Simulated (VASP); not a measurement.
# Nb (Im-3m) in VASP: notebook

Runs on Nb. Level: r2SCAN. Tasks: single point, relaxation of volume and atoms at fixed shape.

Everything below comes from runs of VASP 6.6.1. Logs are shortened: lines on timing, memory, paths and dates and some standing lists are left out, and cuts for length are marked.

## (1) The cell of the first run

The structure is cubic, space group Im-3m (No. 229). Conventional cell: a = 3.302 Å, b = 3.302 Å, c = 3.302 Å, α = 90.00°, β = 90.00°, γ = 90.00°. Nb (site symmetry m-3m) has 14 Nb at 2.86 to 3.30 Å within 3.8 Å.

## (2) Single point, r2SCAN

The input, POSCAR:

```
Nb
1.0
   -1.6510023311      1.6510023311      1.6510023311
    1.6510023311     -1.6510023311      1.6510023311
    1.6510023311      1.6510023311     -1.6510023311
Nb
1
Direct
    0.0000000000      0.0000000000      0.0000000000
```

The input, INCAR.step1:

```
PREC     = Accurate       # precision mode
ENCUT    = 520            # plane-wave cutoff, eV
ISMEAR   = -1             # smearing method
SIGMA    = 0.02           # smearing width, eV
LREAL    = F              # projectors in reciprocal space
LASPH    = T              # aspherical terms in the spheres
NELM     = 80             # most SCF steps
NBANDS   = 12             # bands
GGA      = PE             # functional
ALGO     = Normal         # electronic algorithm
EDIFF    = 1E-4           # SCF threshold, eV
LWAVE    = T              # write WAVECAR
LCHARG   = F              # write CHGCAR
```

The input, INCAR.step2:

```
PREC     = Accurate       # precision mode
ENCUT    = 520            # plane-wave cutoff, eV
EDIFF    = 1E-6           # SCF threshold, eV
ISMEAR   = -1             # smearing method
SIGMA    = 0.02           # smearing width, eV
LREAL    = F              # projectors in reciprocal space
LASPH    = T              # aspherical terms in the spheres
NELM     = 80             # most SCF steps
ALGO     = Normal         # electronic algorithm
ISIF     = 2              # what is computed and relaxed
LWAVE    = F              # write WAVECAR
LCHARG   = T              # write CHGCAR
METAGGA  = R2SCAN         # meta-GGA
LMIXTAU  = T            
LELF     = T              # ELF
LVHAR    = T            
NBANDS   = 12             # bands
ISTART   = 1
```

The input, KPOINTS:

```
regular mesh
0
Gamma
  9 9 9
```

Potentials or basis: VASP PAW PBE potentials, release 64 (Nb_sv).

Command:

```console
cat potpaw_PBE.64/Nb_sv/POTCAR > POTCAR
cp INCAR.step1 INCAR
mpirun -np 1 vasp_std > vasp.out
cp INCAR.step2 INCAR
mpirun -np 1 vasp_std > vasp.out
```

OUTCAR:

```text
PREC = Accurate
   ENCUT = 520
   EDIFF = 1E-6
   ISMEAR = -1
   LREAL = F
   LASPH = T
   NELM = 80
   ISIF = 2
   METAGGA = R2SCAN
   ISTART = 1

 ion  position               nearest neighbor table
   1  0.000  0.000  0.000-

  LATTYP: Found a body centered cubic cell.
 ALAT       =     3.3020046622

  Lattice vectors:

 A1 = (  -1.6510023311,   1.6510023311,   1.6510023311)
 A2 = (   1.6510023311,  -1.6510023311,   1.6510023311)
 A3 = (   1.6510023311,   1.6510023311,  -1.6510023311)

Analysis of symmetry for initial positions (statically):
=====================================================================
 Subroutine PRICEL returns:
 Original cell was already a primitive cell.

 Routine SETGRP: Setting up the symmetry group for a
 body centered cubic supercell.

 Subroutine GETGRP returns: Found 48 space group operations
 (whereof 48 operations were pure point group operations)
 out of a pool of 48 trial point group operations.

The static configuration has the point symmetry O_h .

Analysis of symmetry for dynamics (positions and initial velocities):
=====================================================================
 Subroutine PRICEL returns:
 Original cell was already a primitive cell.

 Routine SETGRP: Setting up the symmetry group for a
 body centered cubic supercell.

 Subroutine GETGRP returns: Found 48 space group operations
 (whereof 48 operations were pure point group operations)
 out of a pool of 48 trial point group operations.

The dynamic configuration has the point symmetry O_h .

 Subroutine INISYM returns: Found 48 space group operations
 (whereof 48 operations are pure point group operations),
 and found     1 'primitive' translations

----------------------------------------------------------------------------------------

                                     Primitive cell

  volume of cell :      18.0013

  direct lattice vectors                    reciprocal lattice vectors
    -1.651002331  1.651002331  1.651002331     0.000000000  0.302846332  0.302846332
     1.651002331 -1.651002331  1.651002331     0.302846332  0.000000000  0.302846332
     1.651002331  1.651002331 -1.651002331     0.302846332  0.302846332  0.000000000

  length of vectors
     2.859619921  2.859619921  2.859619921     0.428289390  0.428289390  0.428289390

  position of ions in fractional coordinates (direct lattice)
[... 82 lines left out ...]
   NFREE  =      0    steps in history (QN), initial steepest desc. (CG)
   ISIF   =      2    stress and relaxation
   ISYM   =      2    0-nonsym 1-usesym 2-fastsym
   POTIM  = 0.5000    time-step for ionic-motion
   TEBEG  =    0.0;   TEEND  =   0.0 temperature during run
   PSTRESS=    0.0 pullay stress
   NELECT =      13.0000    total number of electrons
   NUPDOWN=      -1.0000    fix difference up-down
   EMIN   =  10.00;   EMAX   =-10.00  energy-range for DOS
   EFERMI =   0.00;   METHOD = LEGACY
   ISMEAR =    -1;   SIGMA  =   0.02  broadening in eV -4-tet -1-fermi 0-gaus
   EFERMI_NEDOS =   21; number of points for ismear=-14 and -15
   IALGO  =     38    algorithm
   IMIX   =      4    mixing-type and parameters
     AMIX     =   0.40;   BMIX     =  1.00
     AMIX_MAG =   1.60;   BMIX_MAG =  1.00
  volume/ion in A,a.u.               =      18.00       121.48
  Fermi-wavevector in a.u.,A,eV,Ry     =   1.468774  2.775580 29.351802  2.157297
  Thomas-Fermi vector in A             =   2.584231
   LORBIT       =      0    0 simple, 1 ext, 2 COOP (PROOUT), +10 PAW based schemes
   METAGGA = R2SCAN    functional components
   LHFCALC =     F    Hartree Fock is set to
   AEXX    =    0.0000 exact exchange contribution
   IVDW    =     0    specifies the selected vdW correction
   LEPSILON=     F    determine dielectric tensor
   LRPA    =     F    only Hartree local field effects (RPA)
 non-spin polarized calculation
  energy-cutoff  :      520.00
  volume of cell :       18.00
 maximum number of plane-waves:       493
 NGX is ok and might be reduce to    24
   NGX = 11   NGY = 11   NGZ = 11

 number of electron      13.0000000 magnetization

 Free energy of the ion-electron system (eV)
  ---------------------------------------------------
  ext. energy  EPLUGINS =         0.00000000
  ---------------------------------------------------
  free energy    TOTEN  =       -24.85219407 eV

  energy without entropy =      -24.84943357  energy(sigma->0) =      -24.85081382

 E-fermi :  11.1185     XC(G=0): -13.6292

 val. band max:       11.1023245795   @ k =  -0.2222   0.2222   0.1111
 cond. band min:      11.1539943207   @ k =  -0.2222   0.3333   0.1111
 fundamental gap:      0.0516697412
 Fermi energy:        11.1185001366

 k-point     1 :       0.0000    0.0000    0.0000
  band No.  band energies     occupation
      1     -45.0061      2.00000
      2     -19.5449      2.00000
      3     -19.5449      2.00000
      4     -19.5449      2.00000
      5       4.8595      2.00000
      6      11.5926      0.00000
      7      11.5926      0.00000
      8      11.5926      0.00000
      9      14.7117      0.00000
     10      14.7117      0.00000
     11      26.0255      0.00000
     12      26.0255      0.00000
[... 331 lines left out ...]
 k-point    24 :      -0.4444   -0.4444    0.1111
  band No.  band energies     occupation
      1     -44.6911      2.00000
      2     -20.8429      2.00000
      3     -20.2226      2.00000
      4     -19.7729      2.00000
      5       8.2604      2.00000
      6      10.2768      2.00000
      7      10.6401      2.00000
      8      13.6250      0.00000
      9      16.5648      0.00000
     10      19.5250      0.00000
     11      23.0224      0.00000
     12      25.6573      0.00000

 [... further k-points ...]

------------------------ aborting loop because EDIFF is reached ----------------------------------------

  FORCE on cell =-STRESS in cart. coord.  units (eV):
  Direction    XX          YY          ZZ          XY          YZ          ZX
  --------------------------------------------------------------------------------------
  -------------------------------------------------------------------------------------
  Total       -0.0241665     -0.0241665     -0.0241665      0.0000000      0.0000000      0.0000000
  in kB       -2.1509032     -2.1509032     -2.1509032      0.0000000      0.0000000      0.0000000
  external PRESSURE =      -2.1509032 kB  Pullay stress =       0.0000000 kB

 VOLUME and BASIS-vectors are now :
 -----------------------------------------------------------------------------
  energy-cutoff  :      520.00
  volume of cell :       18.00
      direct lattice vectors                 reciprocal lattice vectors
    -1.651002331  1.651002331  1.651002331     0.000000000  0.302846332  0.302846332
     1.651002331 -1.651002331  1.651002331     0.302846332  0.000000000  0.302846332
     1.651002331  1.651002331 -1.651002331     0.302846332  0.302846332  0.000000000

 POSITION                                       TOTAL-FORCE (eV/Angst)
 -----------------------------------------------------------------------------------
      0.00000      0.00000      0.00000         0.000000     -0.000000      0.000000
 -----------------------------------------------------------------------------------
    total drift:                                0.000000      0.000000     -0.000000

  FREE ENERGIE OF THE ION-ELECTRON SYSTEM (eV)
  ---------------------------------------------------
  free  energy   TOTEN  =       -24.8521940656 eV

  energy  without entropy=      -24.8494335683  energy(sigma->0) =      -24.85081382
```

OUTCAR.step1:

```text
PREC = Accurate
   ENCUT = 520
   ISMEAR = -1
   LREAL = F
   LASPH = T
   NELM = 80
[... 574 lines left out ...]

 POSITION                                       TOTAL-FORCE (eV/Angst)
 -----------------------------------------------------------------------------------
      0.00000      0.00000      0.00000         0.000000      0.000000      0.000000
 -----------------------------------------------------------------------------------
    total drift:                                0.000000      0.000000      0.000000

  FREE ENERGIE OF THE ION-ELECTRON SYSTEM (eV)
  ---------------------------------------------------
  free  energy   TOTEN  =       -10.2254579845 eV

  energy  without entropy=      -10.2222987150  energy(sigma->0) =      -10.22387835
```

OSZICAR.step1:

```text
N       E                     dE             d eps       ncg     rms          rms(c)
DAV:   1     0.112719697918E+03    0.11272E+03   -0.73764E+03   840   0.109E+03
DAV:   2    -0.578169281003E+01   -0.11850E+03   -0.11420E+03   944   0.385E+02
DAV:   3    -0.103689996420E+02   -0.45873E+01   -0.43629E+01  1208   0.649E+01
DAV:   4    -0.106354784665E+02   -0.26648E+00   -0.26462E+00  1160   0.145E+01
DAV:   5    -0.106424137374E+02   -0.69353E-02   -0.69346E-02  1216   0.217E+00    0.712E+00
DAV:   6    -0.102652092428E+02    0.37720E+00   -0.58849E-01  1356   0.966E+00    0.250E+00
DAV:   7    -0.102200427585E+02    0.45166E-01   -0.18467E-01  1368   0.544E+00    0.954E-01
DAV:   8    -0.102253759541E+02   -0.53332E-02   -0.11758E-02  1000   0.142E+00    0.623E-02
DAV:   9    -0.102254413692E+02   -0.65415E-04   -0.10772E-03  1384   0.345E-01    0.422E-02
DAV:  10    -0.102254579845E+02   -0.16615E-04   -0.21813E-05   620   0.672E-02
   1 F= -.10225458E+02 E0= -.10223878E+02  d E =-.315927E-02
```

Wall time 28 s (1 thread of Intel Xeon Platinum 8259CL at 2.50GHz (Skylake/Cascade Lake), shared host); peak memory 0.14 GiB.

What came out:

* Free energy: -24.8522 eV
* Pressure: -0.2 GPa

Caveat: the PAW data sets were made with another functional, which shifts forces and pressure a little.

## (3) Relaxation of volume and atoms at fixed shape, r2SCAN

This run uses another cell than the first one, of 18.43 Å³/atom, 1.024 times its volume.

The input, POSCAR:

```
Nb
1.0
   -1.6639500000      1.6639500000      1.6639500000
    1.6639500000     -1.6639500000      1.6639500000
    1.6639500000      1.6639500000     -1.6639500000
Nb
1
Direct
    0.0000000000      0.0000000000      0.0000000000
```

The input, INCAR.step1:

```
SYSTEM = Nb
  PREC = Accurate
  ENCUT = 600
  ISMEAR = -1
  SIGMA = 0.02
  LREAL = .FALSE.
  LASPH = .TRUE.
  NELM = 60
  GGA = PE
  ALGO = Normal
  EDIFF = 1E-4
  LWAVE = .TRUE.
  LCHARG = .FALSE.
```

The input, INCAR.step2:

```
SYSTEM = Nb
  PREC = Accurate
  ENCUT = 600
  EDIFF = 1E-6
  ISMEAR = -1
  SIGMA = 0.02
  LREAL = .FALSE.
  LASPH = .TRUE.
  NELM = 60
  ALGO = Normal
  ISIF = 8
  LWAVE = .FALSE.
  LCHARG = .FALSE.
  METAGGA = R2SCAN
  LMIXTAU = .TRUE.
  IBRION = 2
  NSW = 80
  EDIFFG = -0.02
  ISTART = 1
```

The input, KPOINTS:

```
regular mesh
0
G
  9 9 9
  0 0 0
```

Potentials or basis: VASP PAW PBE potentials, release 64 (Nb_sv).

Command:

```console
cat potpaw_PBE.64/Nb_sv/POTCAR > POTCAR
cp INCAR.step1 INCAR
mpirun -np 1 vasp_std > vasp.out
cp INCAR.step2 INCAR
mpirun -np 1 vasp_std > vasp.out
```

OUTCAR:

```text
SYSTEM = Nb
   PREC = Accurate
   ENCUT = 600
   EDIFF = 1E-6
   ISMEAR = -1
   LREAL = .FALSE.
   LASPH = .TRUE.
   NELM = 60
   ISIF = 8
   METAGGA = R2SCAN
   IBRION = 2
   NSW = 80
   EDIFFG = -0.02
   ISTART = 1

 ion  position               nearest neighbor table
   1  0.000  0.000  0.000-

  LATTYP: Found a body centered cubic cell.
 ALAT       =     3.3279000000

  Lattice vectors:

 A1 = (  -1.6639500000,   1.6639500000,   1.6639500000)
 A2 = (   1.6639500000,  -1.6639500000,   1.6639500000)
 A3 = (   1.6639500000,   1.6639500000,  -1.6639500000)

Analysis of symmetry for initial positions (statically):
[... 253 lines left out ...]
 val. band max:       11.1117683344   @ k =  -0.2222   0.2222   0.1111
 cond. band min:      11.1638732338   @ k =  -0.2222   0.3333   0.1111
 fundamental gap:      0.0521048994
 Fermi energy:        11.1287472264

 k-point     1 :       0.0000    0.0000    0.0000
  band No.  band energies     occupation
      1     -44.9952      2.00000
      2     -19.5321      2.00000
      3     -19.5321      2.00000
      4     -19.5321      2.00000
      5       4.8675      2.00000
      6      11.6023      0.00000
      7      11.6023      0.00000
      8      11.6023      0.00000
      9      14.7239      0.00000
     10      14.7239      0.00000
[... 287 lines left out ...]
 k-point    24 :      -0.4444   -0.4444    0.1111
  band No.  band energies     occupation
      1     -44.6793      2.00000
      2     -20.8330      2.00000
      3     -20.2113      2.00000
      4     -19.7606      2.00000
      5       8.2681      2.00000
      6      10.2856      2.00000
      7      10.6506      2.00000
      8      13.6364      0.00000
      9      16.5798      0.00000
     10      19.5430      0.00000

 [... further k-points ...]

------------------------ aborting loop because EDIFF is reached ----------------------------------------

  FORCE on cell =-STRESS in cart. coord.  units (eV):
  Direction    XX          YY          ZZ          XY          YZ          ZX
  --------------------------------------------------------------------------------------
  -------------------------------------------------------------------------------------
  Total       -0.0018991     -0.0018991     -0.0018991     -0.0000000      0.0000000     -0.0000000
  in kB       -0.1691460     -0.1691460     -0.1691460     -0.0000000      0.0000000     -0.0000000
  external PRESSURE =      -0.1691460 kB  Pullay stress =       0.0000000 kB
[... 16 lines left out ...]
  FREE ENERGIE OF THE ION-ELECTRON SYSTEM (eV)
  ---------------------------------------------------
  free  energy   TOTEN  =       -24.8508674787 eV

  energy  without entropy=      -24.8480855062  energy(sigma->0) =      -24.84947649

 reached required accuracy - stopping structural energy minimisation
```

OUTCAR.step1:

```text
SYSTEM = Nb
   PREC = Accurate
   ENCUT = 600
   ISMEAR = -1
   LREAL = .FALSE.
   LASPH = .TRUE.
[... 528 lines left out ...]
 -----------------------------------------------------------------------------------
      0.00000      0.00000      0.00000         0.000000     -0.000000      0.000000
 -----------------------------------------------------------------------------------
    total drift:                                0.000000      0.000000      0.000000

  FREE ENERGIE OF THE ION-ELECTRON SYSTEM (eV)
  ---------------------------------------------------
  free  energy   TOTEN  =       -10.2219899602 eV

  energy  without entropy=      -10.2187485767  energy(sigma->0) =      -10.22036927
```

Wall time 73 s (1 thread of Intel Xeon Platinum 8259CL at 2.50GHz (Skylake/Cascade Lake), shared host); peak memory 0.15 GiB.

What came out:

- Free energy: -24.8509 eV
- Relaxed volume: 17.99 Å³/atom
- Relaxed cell: a = 2.859 Å, b = 2.859 Å, c = 2.859 Å, α = 109.47°, β = 109.47°, γ = 109.47°
- Space group after relaxing (to 0.05 Å): Im-3m (No. 229)
- Energy gained by relaxing: 5.7 meV/atom
- Ionic steps: 3
- Pressure after relaxing: 0.0 GPa

Step by step:
```csv
step,energy change (eV),largest force (eV/Å),pressure (GPa),volume (Å³)
1,0.0000,0.0000,-4.07,18.43
2,0.0133,0.0000,8.12,17.21
3,-0.0057,0.0000,-0.02,17.99
```

Final structure:
```xyz
1
Lattice="-1.6506 1.6506 1.6506 1.6506 -1.6506 1.6506 1.6506 1.6506 -1.6506" Properties=species:S:1:pos:R:3 pbc="T T T"
Nb    0.0000    0.0000    0.0000
```

Levels at points of the mesh, in eV from the Fermi level:
| k point | band 3 | band 4 | band 5 | band 6 | band 7 | band 8 | band 9 | band 10 |
| --- | --- | --- | --- | --- | --- | --- | --- | --- |
| (0.00, 0.00, 0.00) | -30.66 | -30.66 | -6.26 | 0.47 | 0.47 | 0.47 | 3.60 | 3.60 |

Caveat: the PAW data sets were made with another functional, which shifts forces and pressure a little.
